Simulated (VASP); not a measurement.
The system is Rh.

```
Rh
1.0
     4.48953    0.00000    0.00000
    -2.24477    3.88805    0.00000
     0.00000    0.00000    2.75228
Rh
3
Cartesian
  0.0000 0.0000 0.0000
  0.0000 2.5920 1.3761
  2.2448 1.2960 1.3761
```

```yaml
Program: VASP 6.6.1
Task: relaxation of cell and atoms
Functional: r2SCAN
Potentials_or_basis: VASP PAW PBE potentials, release 64 (Rh_pv)
Cutoff: 600 eV
k_mesh: 6 × 6 × 6
Occupations: gaussian, width 0.1 eV
Spin: no spin polarisation
```

At the start: pressure -23.5 GPa; volume 16.01 Å³/atom.

Problem. How do energy, volume and symmetry change on relaxing?

Solution. Over 6 steps the energy falls by 155.9 meV/atom and the volume is 14.17 Å³/atom (-11.5 %); space group P6/mmm (No. 191, to 0.05 Å).

Step by step:
```tsv
step	energy change (eV)	largest force (eV/Å)	pressure (GPa)	volume (Å³)
1	0.0000	0.0000	-23.48	48.04
2	2.1184	0.0000	115.49	33.50
3	-0.4641	0.0000	-2.45	42.91
4	-0.4670	0.0000	-0.79	42.64
5	-0.4674	0.0000	0.06	42.50
6	-0.4677	0.0000	0.00	42.52
```

Final structure:
```cif
data_structure
_symmetry_space_group_name_H-M 'P 1'
_symmetry_Int_Tables_number 1
_cell_length_a 4.2917
_cell_length_b 4.2917
_cell_length_c 2.6657
_cell_angle_alpha 90.000
_cell_angle_beta 90.000
_cell_angle_gamma 120.000
_cell_volume 42.52
loop_
_atom_site_label
_atom_site_type_symbol
_atom_site_fract_x
_atom_site_fract_y
_atom_site_fract_z
_atom_site_occupancy
Rh1 Rh 0.00000 0.00000 0.00000 1
Rh2 Rh 0.33333 0.66667 0.50000 1
Rh3 Rh 0.66667 0.33333 0.50000 1
```

Caveat: the k points lie up to 0.39 Å⁻¹ apart in the final cell; the PAW data sets were made with another functional, which shifts forces and pressure a little.
